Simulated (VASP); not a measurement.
Wanted: the native input for a VASP 6.6.1 run.

```yaml
Task: single point
Functional: PBE
Potentials_or_basis: VASP PAW PBE potentials, release 64 (Si, C)
Cutoff: 520 eV
k_mesh: 6 × 6 × 4
Occupations: gaussian, width 0.2 eV
Spin: no spin polarisation
Dipole_correction: no
Further_INCAR_settings: ALGO = Normal; EDIFF = 1e-06; NBANDS = 36
```

The structure of SiC5 lies in POSCAR:

```
SiC5
1.0
    4.6504159284      0.0000000000      0.0000000000
   -2.3252079642      4.0273783322      0.0000000000
    0.0000000000      0.0000000000      7.5294672924
Si C
2 10
Direct
    0.0000000000      0.0000000000      0.7500000000
    0.0000000000      0.0000000000      0.2500000000
    0.6198088445      0.0000000000      0.7500000000
    0.3333333333      0.6666666667      0.7500000000
    0.6666666667      0.3333333333      0.7500000000
    1.0000000000      0.6198088445      0.7500000000
    0.3801911555      0.3801911555      0.7500000000
    0.6198088445      0.6198088445      0.2500000000
    0.6666666667      0.3333333333      0.2500000000
    0.3333333333      0.6666666667      0.2500000000
    1.0000000000      0.3801911555      0.2500000000
    0.3801911555      0.0000000000      0.2500000000
```

These files were run (other wordings do the same):

INCAR

```
  ALGO = Normal
  EDIFF = 1E-6
  ENCUT = 520
  GGA = PE
  ISIF = 2
  ISMEAR = 0
  LASPH = T
  LCHARG = F
  LREAL = F
  LWAVE = F
  NBANDS = 36
  NELM = 100
  PREC = Accurate
  SIGMA = 0.2
```

KPOINTS

```
k-points
0
Gamma
  6 6 4
```

Potentials or basis: VASP PAW PBE potentials, release 64 (Si, C).

Command:

```console
$ cat potpaw_PBE.64/Si/POTCAR potpaw_PBE.64/C/POTCAR > POTCAR
$ mpirun -np 1 vasp_std > vasp.out
```

Results of the run:

```yaml
Pressure: 0.2 GPa
Largest_force: 0.023 eV/Å
Band_gap_on_the_k_mesh: zero (band 24 reaches 3.89 eV, above the bottom of band 25 at 3.83 eV)
```

Wall time 92 s on 1 thread of Intel Xeon 6975P-C, on a shared host, peak memory 0.28 GiB.
